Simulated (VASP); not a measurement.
Write the native input for VASP 6.6.1 that does the following.

| Property | Result |
| --- | --- |
| Task | relaxation of cell and atoms |
| Functional | PBE |
| Potentials or basis | VASP PAW PBE potentials, release 64 (Ga_d, O) |
| Cutoff | 600 eV |
| k mesh | 5 × 5 × 5 |
| Occupations | gaussian, width 0.01 eV |
| Spin | no spin polarisation |
| Dipole correction | no |
| Further INCAR settings | ALGO = Normal; EDIFF = 1e-06; IBRION = 2; EDIFFG = -0.001; NSW = 80; ISIF = 3 |

The structure of Ga2O3 lies in POSCAR:

```
Ga2O3
1.0
    2.4986991939      1.4426246522      4.4835497685
   -2.4986991939      1.4426246522      4.4835497685
    0.0000000000     -2.8852493044      4.4835497685
Ga O
4 6
Direct
    0.8555855800      0.8555855800      0.8555855800
    0.6444144200      0.6444144200      0.6444144200
    0.1444144200      0.1444144200      0.1444144200
    0.3555855800      0.3555855800      0.3555855800
    0.7500000000      0.4468328200      0.0531671800
    0.4468328200      0.0531671800      0.7500000000
    0.0531671800      0.7500000000      0.4468328200
    0.2500000000      0.5531671800      0.9468328200
    0.9468328200      0.2500000000      0.5531671800
    0.5531671800      0.9468328200      0.2500000000
```

These files were run (other wordings do the same):

INCAR

```
  PREC = Accurate
  ENCUT = 600
  EDIFF = 1E-6
  ISMEAR = 0
  SIGMA = 0.01
  LREAL = F
  LASPH = T
  NELM = 100
  ALGO = Normal
  ISIF = 3
  LWAVE = F
  LCHARG = F
  GGA = PE
  IBRION = 2
  NSW = 80
  EDIFFG = -0.001
```

KPOINTS

```
regular mesh
0
Gamma
  5 5 5
```

Potentials or basis: VASP PAW PBE potentials, release 64 (Ga_d, O).

Run with:

```bash
$ cat potpaw_PBE.64/Ga_d/POTCAR potpaw_PBE.64/O/POTCAR > POTCAR
$ mpirun -np 1 vasp_std > vasp.out
```

Results of the run:

```yaml
Relaxed_volume: 10.09 Å³/atom
Relaxed_cell: a = 5.404 Å, b = 5.404 Å, c = 5.404 Å, α = 55.88°, β = 55.88°, γ = 55.88°
Space_group_after_relaxing_to_0.05_Å: R-3c (No. 167)
Energy_gained_by_relaxing: 10.5 meV/atom
Ionic_steps: 31
Pressure_after_relaxing: 0.0 GPa
Band_gap_on_the_k_mesh: 2.37 eV, indirect (least direct gap 2.59 eV)
```

Run time: 18 min on 1 thread of Intel(R) Xeon(R) Platinum 8488C (Sapphire Rapids), with other jobs on the host, peak memory 0.38 GiB.
